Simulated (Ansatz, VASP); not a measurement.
BN in VASP and in Ansatz

```xyz
4
Lattice="2.5660 0.0000 0.0000 -1.2830 2.2222 0.0000 0.0000 0.0000 4.3035" Properties=species:S:1:pos:R:3 pbc="T T T"
B     0.0000    1.4815   -0.0018
B     1.2830    0.7407    2.1500
N     0.0000    1.4815    1.6113
N     1.2830    0.7407    3.7631
```

Change from the starting cell: strained cell.

Alike in both runs: task relaxation of the atoms; functional PBEsol; k mesh 9 × 9 × 6; occupations gaussian, width 0.02 eV; no spin polarisation.

|  | VASP | Ansatz |
| --- | --- | --- |
| version | VASP 6.6.1 | Ansatz 0.2.0 |
| potentials or method | VASP PAW PBE potentials, release 64 (B, N), cutoff 520 eV | scalar-relativistic, plane waves, PAW |
| valence electrons in the cell | 16 | 16 |

VASP gave:

* gap on the k mesh at the Fermi level, each at its own relaxed structure (eV): 5.00

Q: What did Ansatz give for the same quantities?

A: gap on the k mesh at the Fermi level, each at its own relaxed structure (eV): 5.02.

VASP's potentials were made for PBE, not for PBEsol, and Ansatz warns of the same on its side. Ansatz's warnings: stress scf threshold loose.
